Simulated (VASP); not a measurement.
A run of VASP 6.6.1 is set up as follows.

Contents of INCAR:

```
SYSTEM = GdN
ALGO = Normal ; EDIFF = 1E-6
ENCUT = 520 ; GGA = PE
ISIF = 2 ; ISMEAR = 0
ISPIN = 2 ; LASPH = .TRUE.
LCHARG = .FALSE. ; LDAU = .TRUE.
LDAUJ = 0 0 ; LDAUL = 3 -1
LDAUPRINT = 1 ; LDAUTYPE = 2
LDAUU = 6 0 ; LMAXMIX = 6
LORBIT = 11 ; LREAL = .FALSE.
LWAVE = .FALSE. ; MAGMOM = 7.63 0
NBANDS = 22 ; NELM = 150
PREC = Accurate ; SIGMA = 0.05
```

The input KPOINTS:

```
k-points
0
G
  10 10 10
  0 0 0
```

Contents of POSCAR:

```
GdN
1.0
    0.0000000000      2.5010144932      2.5010144932
    2.5010144932      0.0000000000      2.5010144932
    2.5010144932      2.5010144932      0.0000000000
Gd N
1 1
Direct
    0.0000000000      0.0000000000      0.0000000000
    0.5000000000      0.5000000000      0.5000000000
```

Potentials or basis: VASP PAW PBE potentials, release 64 (Gd, N).

The run is started by

```sh
$ cat potpaw_PBE.64/Gd/POTCAR potpaw_PBE.64/N/POTCAR > POTCAR
$ mpirun -np 1 vasp_std > vasp.out
```

(1) Estimate the site moments.

(2) Predict the band gap on the k mesh.

Results:

(1) Gd +6.87; N -0.12 μB.

(2) zero (filled and empty bands overlap).

Caveat: spin-orbit coupling is left out, which moves the levels of the heavy elements; a cell with one magnetic atom can't hold antiferromagnetic order, which such compounds often take.
